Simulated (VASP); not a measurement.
The system is KTaO3.

```
CELL_PARAMETERS angstrom
3.98830 0.00000 0.00000
0.00000 3.98830 0.00000
0.00000 0.00000 3.98830
ATOMIC_POSITIONS crystal
Ta 0.00000 0.00000 0.00000
K 0.50000 0.50000 0.50000
O 0.00000 0.00000 0.50000
O 0.00000 0.50000 0.00000
O 0.50000 0.00000 0.00000
```

- Program: VASP 6.6.1
- Task: relaxation of cell and atoms
- Functional: PBE
- Potentials or basis: VASP PAW PBE potentials, release 64 (Ta_pv, K_sv, O)
- Cutoff: 600 eV
- k mesh: 7 × 7 × 7
- Occupations: fermi-dirac, width 0.05 eV
- Spin: no spin polarisation

At the start: pressure 5.9 GPa; volume 12.69 Å³/atom.

How do energy, volume and symmetry change on relaxing?

Over 3 steps the energy falls by 6.8 meV/atom and the volume is 13.07 Å³/atom (+3.0 %); space group Pm-3m (No. 221, to 0.05 Å).

Step by step:
```tsv
step	energy change (eV)	largest force (eV/Å)	pressure (GPa)	volume (Å³)
1	0.0000	0.0000	5.90	63.44
2	0.0186	0.0000	-6.47	67.83
3	-0.0338	0.0000	-0.05	65.34
```

Final structure:
```
Ta K O
1.0
     4.02778    0.00000    0.00000
     0.00000    4.02778    0.00000
     0.00000    0.00000    4.02778
Ta K O
1 1 3
Cartesian
  0.0000 0.0000 0.0000
  2.0139 2.0139 2.0139
  0.0000 0.0000 2.0139
  0.0000 2.0139 0.0000
  2.0139 0.0000 0.0000
```
